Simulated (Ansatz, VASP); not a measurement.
# Two plane-wave programs on Cd

```
Cd
1.0
     2.94421    0.00000    0.00000
    -1.47211    2.54976    0.00000
     0.00000    0.00000    5.72252
Cd
2
Direct
  0.33333 0.66667 0.25000
  0.66667 0.33333 0.75000
```

Change from the starting cell: strain along c alone, the other axes held, atoms relaxed: +2.0 %.

Alike in both runs: task single point; functional PBEsol; k mesh 24 × 24 × 10; occupations gaussian, width 0.1 eV; no spin polarisation.

|  | VASP | Ansatz |
| --- | --- | --- |
| version | VASP 6.6.1 | Ansatz 0.2.0 |
| potentials or method | VASP PAW PBE potentials, release 64 (Cd), cutoff 520 eV | scalar-relativistic, plane waves, PAW |
| valence electrons in the cell | 24 | 40 |

|  | VASP | Ansatz | Ansatz less VASP |
| --- | --- | --- | --- |
| gap on the k mesh at the Fermi level (eV) | none | none | - |
| pressure (GPa) | -0.4 | -0.8 | -0.40 |
| traceless stress, the component that is largest in VASP (GPa) | -0.87 | -0.69 | +0.182 |

VASP's potentials were made for PBE, not for PBEsol. A gap of «none» marks a metal or a gap that the smearing closes. VASP's potentials hold 24 valence electrons a cell and Ansatz's 40, so a difference there can come from the potentials and not from the codes.
